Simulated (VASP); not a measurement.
# YN (Fm-3m) in VASP: a series of runs

Runs on YN. Level: PBE. Tasks: single point.

Everything below comes from runs of VASP 6.6.1. Logs are shortened: lines on timing, memory, paths and dates and some standing lists are left out, and cuts for length are marked.

### 1 The cell of the first run

It takes space group Fm-3m (No. 225, cubic). The conventional cell has a = 4.777 Å, b = 4.777 Å, c = 4.777 Å, α = 90.00°, β = 90.00°, γ = 90.00°. Y (site symmetry m-3m) has 6 N at 2.39 Å within 3.2 Å. N (site symmetry m-3m) has 6 Y at 2.39 Å within 3.2 Å.

### 2 Single point, PBE

INCAR

```
SYSTEM = YN
PREC = Accurate
ENCUT = 600
EDIFF = 1E-6
ISMEAR = 0
SIGMA = 0.01
LREAL = .FALSE.
LASPH = .TRUE.
NELM = 120
ALGO = Normal
ISIF = 2
LWAVE = .FALSE.
LCHARG = .TRUE.
GGA = PE
LELF = .TRUE.
LVHAR = .TRUE.
NBANDS = 15
GGA_COMPAT = .FALSE.
```

KPOINTS

```
regular mesh
0
G
  8 8 8
  0 0 0
```

POSCAR

```
YN
1.0
    0.0000000000      2.3887207261      2.3887207261
    2.3887207261      0.0000000000      2.3887207261
    2.3887207261      2.3887207261      0.0000000000
Y N
1 1
Direct
    0.0000000000      0.0000000000      0.0000000000
    0.5000000000      0.5000000000      0.5000000000
```

Potentials or basis: VASP PAW PBE potentials, release 64 (Y_sv, N).

Started as:

```
$ cat potpaw_PBE.64/Y_sv/POTCAR potpaw_PBE.64/N/POTCAR > POTCAR
$ mpirun -np 1 vasp_std > vasp.out
```

OUTCAR:

```text
SYSTEM = YN
   PREC = Accurate
   ENCUT = 600
   EDIFF = 1E-6
   ISMEAR = 0
   LREAL = .FALSE.
   LASPH = .TRUE.
   NELM = 120
   ISIF = 2
   GGA = PE

 ion  position               nearest neighbor table
   1  0.000  0.000  0.000-   2 2.39   2 2.39   2 2.39   2 2.39   2 2.39   2 2.39
   2  0.500  0.500  0.500-   1 2.39   1 2.39   1 2.39   1 2.39   1 2.39   1 2.39

  LATTYP: Found a face centered cubic cell.
 ALAT       =     4.7774414522

  Lattice vectors:

 A1 = (   0.0000000000,   2.3887207261,   2.3887207261)
 A2 = (   2.3887207261,   0.0000000000,   2.3887207261)
 A3 = (   2.3887207261,   2.3887207261,   0.0000000000)

Analysis of symmetry for initial positions (statically):
=====================================================================
 Subroutine PRICEL returns:
 Original cell was already a primitive cell.

 Routine SETGRP: Setting up the symmetry group for a
 face centered cubic supercell.

 Subroutine GETGRP returns: Found 48 space group operations
 (whereof 48 operations were pure point group operations)
 out of a pool of 48 trial point group operations.

The static configuration has the point symmetry O_h .

Analysis of symmetry for dynamics (positions and initial velocities):
=====================================================================
 Subroutine PRICEL returns:
 Original cell was already a primitive cell.

 Routine SETGRP: Setting up the symmetry group for a
 face centered cubic supercell.

 Subroutine GETGRP returns: Found 48 space group operations
 (whereof 48 operations were pure point group operations)
 out of a pool of 48 trial point group operations.

The dynamic configuration has the point symmetry O_h .

 Subroutine INISYM returns: Found 48 space group operations
 (whereof 48 operations are pure point group operations),
 and found     1 'primitive' translations

----------------------------------------------------------------------------------------

                                     Primitive cell

  volume of cell :      27.2600

  direct lattice vectors                    reciprocal lattice vectors
     0.000000000  2.388720726  2.388720726    -0.209317060  0.209317060  0.209317060
     2.388720726  0.000000000  2.388720726     0.209317060 -0.209317060  0.209317060
     2.388720726  2.388720726  0.000000000     0.209317060  0.209317060 -0.209317060

  length of vectors
     3.378161248  3.378161248  3.378161248     0.362547783  0.362547783  0.362547783

  position of ions in fractional coordinates (direct lattice)
     0.000000000  0.000000000  0.000000000
     0.500000000  0.500000000  0.500000000

  ion indices of the primitive-cell ions
   primitive index   ion index
                 1           1
                 2           2

----------------------------------------------------------------------------------------

 KPOINTS: regular mesh

Automatic generation of k-mesh.
 Grid dimensions read from file:
 generate k-points for:    8    8    8

 Generating k-lattice:

  Cartesian coordinates                     Fractional coordinates (reciprocal lattice)
    -0.026164633  0.026164633  0.026164633     0.125000000  0.000000000  0.000000000
     0.026164633 -0.026164633  0.026164633     0.000000000  0.125000000  0.000000000
     0.026164633  0.026164633 -0.026164633     0.000000000  0.000000000  0.125000000

  Length of vectors
     0.045318473  0.045318473  0.045318473

  Shift w.r.t. Gamma in fractional coordinates (k-lattice)
     0.000000000  0.000000000  0.000000000

 Subroutine IBZKPT returns following result:
 ===========================================

 Found     29 irreducible k-points:

 Following reciprocal coordinates:
            Coordinates               Weight
  0.000000  0.000000  0.000000      1.000000
  0.125000  0.000000  0.000000      8.000000
  0.250000  0.000000  0.000000      8.000000
  0.375000  0.000000  0.000000      8.000000
  0.500000  0.000000  0.000000      4.000000
  0.125000  0.125000  0.000000      6.000000
[... 16 lines left out ...]
  0.500000  0.250000  0.125000     48.000000
 -0.375000  0.250000  0.125000     24.000000
 [... further k-points ...]
   k-points           NKPTS =     29   k-points in BZ     NKDIM =     29   number of bands    NBANDS=     15
   number of dos      NEDOS =    301   number of ions     NIONS =      2
   total plane-waves  NPLWV =  21952
   dimension x,y,z NGX =    28 NGY =   28 NGZ =   28
   dimension x,y,z NGXF=    56 NGYF=   56 NGZF=   56
   ions per type =               1   1
   NGX,Y,Z   is equivalent  to a cutoff of  13.78, 13.78, 13.78 a.u.
   NGXF,Y,Z  is equivalent  to a cutoff of  27.56, 27.56, 27.56 a.u.
 SYSTEM =  YN
   PREC   = accura    normal or accurate (medium, high low for compatibility)
   ISTART =      0    job   : 0-new  1-cont  2-samecut
   ICHARG =      2    charge: 1-file 2-atom 10-const
   ISPIN  =      1    spin polarized calculation?
   LNONCOLLINEAR =      F non collinear calculations
   LSORBIT =      F    spin-orbit coupling
   LASPH  =      T    aspherical Exc in radial PAW
   ENCUT  =  600.0 eV  44.10 Ry    6.64 a.u.   6.75  6.75  6.75*2*pi/ulx,y,z
   NELM   =    120;   NELMIN=  2; NELMDL= -5     # of ELM steps
   EDIFF  = 0.1E-05   stopping-criterion for ELM
   LREAL  =      F    real-space projection
   EDIFFG = 0.1E-04   stopping-criterion for IOM
   NSW    =      0    number of steps for IOM
   IBRION =     -1    ionic relax: 0-MD 1-quasi-New 2-CG
   NFREE  =      0    steps in history (QN), initial steepest desc. (CG)
   ISIF   =      2    stress and relaxation
   ISYM   =      2    0-nonsym 1-usesym 2-fastsym
   POTIM  = 0.5000    time-step for ionic-motion
   TEBEG  =    0.0;   TEEND  =   0.0 temperature during run
   PSTRESS=    0.0 pullay stress
   NELECT =      16.0000    total number of electrons
   NUPDOWN=      -1.0000    fix difference up-down
   EMIN   =  10.00;   EMAX   =-10.00  energy-range for DOS
   EFERMI =   0.00;   METHOD = LEGACY
   ISMEAR =     0;   SIGMA  =   0.01  broadening in eV -4-tet -1-fermi 0-gaus
   EFERMI_NEDOS =   21; number of points for ismear=-14 and -15
   IALGO  =     38    algorithm
   IMIX   =      4    mixing-type and parameters
     AMIX     =   0.40;   BMIX     =  1.00
     AMIX_MAG =   1.60;   BMIX_MAG =  1.00
  volume/ion in A,a.u.               =      13.63        91.98
  Fermi-wavevector in a.u.,A,eV,Ry     =   1.370691  2.590230 25.562529  1.878793
  Thomas-Fermi vector in A             =   2.496454
   LORBIT       =      0    0 simple, 1 ext, 2 COOP (PROOUT), +10 PAW based schemes
   GGA     = PE    functional components
   LHFCALC =     F    Hartree Fock is set to
   AEXX    =    0.0000 exact exchange contribution
   IVDW    =     0    specifies the selected vdW correction
   LEPSILON=     F    determine dielectric tensor
   LRPA    =     F    only Hartree local field effects (RPA)
 non-spin polarized calculation
 Gauss-broadening in eV      SIGMA  =   0.01
  energy-cutoff  :      600.00
  volume of cell :       27.26
 maximum number of plane-waves:       941
   NGX = 13   NGY = 13   NGZ = 13

 number of electron      16.0000000 magnetization

 Free energy of the ion-electron system (eV)
  ---------------------------------------------------
  ext. energy  EPLUGINS =         0.00000000
  ---------------------------------------------------
  free energy    TOTEN  =       -18.13101580 eV

  energy without entropy =      -18.13101574  energy(sigma->0) =      -18.13101577

 E-fermi :   4.6109     XC(G=0): -11.5851

 val. band max:        4.5844791354   @ k =   0.0000   0.0000   0.0000
 cond. band min:       4.6373157624   @ k =   0.5000   0.5000   0.0000
 fundamental gap:      0.0528366269
 Fermi energy:         4.6108972001

 k-point     1 :       0.0000    0.0000    0.0000
  band No.  band energies     occupation
      1     -35.9632      2.00000
      2     -15.5386      2.00000
      3     -15.5386      2.00000
      4     -15.5386      2.00000
      5      -8.5066      2.00000
      6       4.5845      1.99981
      7       4.5845      1.99981
      8       4.5845      1.99981
      9       7.8221      0.00000
     10       7.8221      0.00000
     11       7.8221      0.00000
     12       9.3937      0.00000
     13       9.9795      0.00000
     14       9.9795      0.00000
     15      15.6337      0.00000

 k-point     2 :       0.1250    0.0000    0.0000
  band No.  band energies     occupation
      1     -35.9397      2.00000
      2     -15.7877      2.00000
      3     -15.5536      2.00000
      4     -15.5536      2.00000
      5      -8.1815      2.00000
      6       3.6554      2.00000
      7       4.0368      2.00000
      8       4.0368      2.00000
      9       7.9542      0.00000
     10       8.2280      0.00000
     11       8.2280      0.00000
     12      10.2414      0.00000
     13      10.8185      0.00000
     14      10.8185      0.00000
     15      16.7063      0.00000

 k-point     3 :       0.2500    0.0000    0.0000
  band No.  band energies     occupation
      1     -35.8825      2.00000
      2     -16.3242      2.00000
      3     -15.5894      2.00000
      4     -15.5894      2.00000
      5      -7.4415      2.00000
      6       2.0588      2.00000
      7       3.0908      2.00000
      8       3.0908      2.00000
      9       8.4191      0.00000
     10       9.2746      0.00000
     11       9.2746      0.00000
     12      11.7919      0.00000
     13      12.6446      0.00000
     14      12.6446      0.00000
     15      18.8667      0.00000
[... 343 lines left out ...]
 k-point    23 :       0.5000    0.2500    0.1250
  band No.  band energies     occupation
      1     -35.7936      2.00000
      2     -16.6337      2.00000
      3     -15.9453      2.00000
      4     -15.7182      2.00000
      5      -7.0776      2.00000
      6       1.3718      2.00000
      7       2.5569      2.00000
      8       3.0583      2.00000
      9       8.0487      0.00000
     10      10.9458      0.00000
     11      11.3587      0.00000
     12      12.3776      0.00000
     13      14.3385      0.00000
     14      15.8039      0.00000
     15      18.5510      0.00000

 k-point    24 :      -0.3750    0.2500    0.1250
  band No.  band energies     occupation
      1     -35.7742      2.00000
      2     -16.7313      2.00000
      3     -15.9743      2.00000
      4     -15.7585      2.00000
      5      -6.9787      2.00000
      6       1.2598      2.00000
      7       2.6081      2.00000
      8       2.6751      2.00000
      9       9.3206      0.00000
     10       9.6667      0.00000
     11      11.9177      0.00000
     12      13.3455      0.00000
     13      14.9198      0.00000
     14      16.1983      0.00000
     15      18.0953      0.00000

 [... further k-points ...]

------------------------ aborting loop because EDIFF is reached ----------------------------------------

  FORCE on cell =-STRESS in cart. coord.  units (eV):
  Direction    XX          YY          ZZ          XY          YZ          ZX
  --------------------------------------------------------------------------------------
  -------------------------------------------------------------------------------------
  Total        2.5087646      2.5087646      2.5087646      0.0000000      0.0000000     -0.0000000
  in kB      147.4498630    147.4498630    147.4498630      0.0000000      0.0000000     -0.0000000
  external PRESSURE =     147.4498630 kB  Pullay stress =       0.0000000 kB

 VOLUME and BASIS-vectors are now :
 -----------------------------------------------------------------------------
  energy-cutoff  :      600.00
  volume of cell :       27.26
      direct lattice vectors                 reciprocal lattice vectors
     0.000000000  2.388720726  2.388720726    -0.209317060  0.209317060  0.209317060
     2.388720726  0.000000000  2.388720726     0.209317060 -0.209317060  0.209317060
     2.388720726  2.388720726  0.000000000     0.209317060  0.209317060 -0.209317060

 POSITION                                       TOTAL-FORCE (eV/Angst)
 -----------------------------------------------------------------------------------
      0.00000      0.00000      0.00000         0.000000      0.000000      0.000000
      2.38872      2.38872      2.38872        -0.000000     -0.000000     -0.000000
 -----------------------------------------------------------------------------------
    total drift:                                0.000000      0.000000      0.000000

  FREE ENERGIE OF THE ION-ELECTRON SYSTEM (eV)
  ---------------------------------------------------
  free  energy   TOTEN  =       -18.1310158001 eV

  energy  without entropy=      -18.1310157385  energy(sigma->0) =      -18.13101577
```

It took 21 s on 1 thread of Intel Xeon 8259CL, shared host; peak memory 0.18 GiB.

Results:

| Item | Value |
| --- | --- |
| Free energy | -18.1310 eV |
| Pressure | 14.7 GPa |
| Band gap on the k mesh | 0.05 eV (least direct gap 0.38 eV) |

Caveat: the cell stands under pressure; semilocal functionals underestimate gaps, and a narrow one can read as zero. A k mesh can miss the band edges.

### 3 Single point, PBE

This run uses another cell than the first one, of 13.92 Å³/atom.

INCAR

```
SYSTEM = YN
PREC     = Accurate       ! precision mode
ENCUT    = 600            ! plane-wave cutoff, eV
EDIFF    = 1E-6           ! SCF threshold, eV
ISMEAR   = 0              ! smearing method
SIGMA    = 0.01           ! smearing width, eV
LREAL    = .False.        ! projectors in reciprocal space
LASPH    = .True.         ! aspherical terms in the spheres
NELM     = 120            ! most SCF steps
ALGO     = Normal         ! electronic algorithm
ISIF     = 2              ! what is computed and relaxed
LWAVE    = .False.        ! write WAVECAR
LCHARG   = .False.        ! write CHGCAR
GGA      = PE             ! functional
NBANDS   = 15             ! bands
GGA_COMPAT= .False.
```

KPOINTS

```
regular mesh
0
Gamma
  8 8 8
  0 0 0
```

POSCAR

```
YN
1.0
    0.0000000000      2.4055432573      2.4055432573
    2.4055432573      0.0000000000      2.4055432573
    2.4055432573      2.4055432573      0.0000000000
Y N
1 1
Direct
    0.0000000000      0.0000000000      0.0000000000
    0.5000000000      0.5000000000      0.5000000000
```

Potentials or basis: VASP PAW PBE potentials, release 64 (Y_sv, N).

Started as:

```
$ cat potpaw_PBE.64/Y_sv/POTCAR potpaw_PBE.64/N/POTCAR > POTCAR
$ mpirun -np 1 vasp_std > vasp.out
```

Run time: 21 s. Hardware: 1 thread of Intel Xeon 8259CL, shared host; peak memory 0.18 GiB.

It converged, with:

| Quantity | Value |
| --- | --- |
| Free energy | -18.1769 eV |
| Pressure | 10.3 GPa |
| Band gap on the k mesh | 0.10 eV (least direct gap 0.44 eV) |

Levels at points of the mesh, in eV from the valence-band top:
| k point | band 4 | band 5 | band 6 | band 7 | band 8 | band 9 | band 10 | band 11 | band 12 | band 13 |
| --- | --- | --- | --- | --- | --- | --- | --- | --- | --- | --- |
| (0.00, 0.00, 0.00) | -20.23 | -13.04 | 0.00 | 0.00 | 0.00 | 3.21 | 3.21 | 3.21 | 4.60 | 5.31 |
| (0.50, 0.00, 0.00) | -20.33 | -11.05 | -4.22 | -2.38 | -2.38 | 5.95 | 6.66 | 6.66 | 7.04 | 10.72 |
| (0.50, 0.50, 0.00) | -20.61 | -12.63 | -1.40 | -0.35 | -0.35 | 0.10 | 7.16 | 7.73 | 8.30 | 8.30 |

Caveat: the cell stands under pressure; semilocal functionals underestimate gaps, and a narrow one can read as zero.
